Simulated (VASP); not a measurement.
**Fe: single point with PBE**

The system is Fe.

```xyz
1
Lattice="-1.4315 1.4315 1.4315 1.4315 -1.4315 1.4315 1.4315 1.4315 -1.4315" Properties=species:S:1:pos:R:3 pbc="T T T"
Fe    0.0000    0.0000    0.0000
```

```
Program                : VASP 6.6.1
Task                   : single point
Functional             : PBE
Potentials or basis    : VASP PAW PBE potentials, release 64 (Fe)
Cutoff                 : 600 eV
k mesh                 : 1 × 2 × 2
Occupations            : gaussian, width 0.1 eV
Spin                   : collinear spin, ferromagnetic start
Starting moments       : [4.0] μB
Dipole correction      : no
Further INCAR settings : ALGO = Normal; EDIFF = 1e-06; NBANDS = 14; ISYM = 0
```

| Property | Result |
| --- | --- |
| Pressure | 1.2 GPa |
| Net moment | 3.00 μB per cell |
| Site moments | Fe +2.70 μB |
| Valence electrons inside the program's atomic spheres | Fe 7.25 |

Stress tensor (GPa, compression positive):
```
  1.22  39.35  39.38
 39.35   1.23 -39.31
 39.38 -39.31   1.20
```

Levels at points of the mesh, in eV from the Fermi level:
Spin up:
| k point | band 3 | band 4 | band 5 | band 6 | band 7 | band 8 |
| --- | --- | --- | --- | --- | --- | --- |
| (0.00, 0.00, 0.00) | -2.61 | -1.92 | -1.73 | -1.73 | 23.25 | 23.77 |
| (0.00, 0.50, 0.00) | -1.54 | -1.44 | -0.61 | 0.03 | 6.60 | 17.09 |
| (0.00, 0.00, 0.50) | -1.54 | -1.43 | -0.61 | 0.03 | 6.59 | 17.09 |
| (0.00, 0.50, 0.50) | -1.54 | -1.43 | -0.61 | 0.03 | 6.59 | 17.09 |
Spin down:
```csv
k point,band 1,band 2,band 3,band 4,band 5,band 6
"(0.00, 0.00, 0.00)",-7.36,-0.79,-0.78,-0.68,1.94,1.95
"(0.00, 0.50, 0.00)",-3.40,-1.83,1.43,1.70,1.79,2.40
"(0.00, 0.00, 0.50)",-3.40,-1.82,1.43,1.71,1.79,2.40
"(0.00, 0.50, 0.50)",-3.40,-1.83,1.43,1.70,1.79,2.40
```

Run time: 8.2 s on 1 thread of Intel Xeon 8259CL, with other jobs on the host, peak memory 0.13 GiB.

Caveat: the k points lie up to 3.10 Å⁻¹ apart.
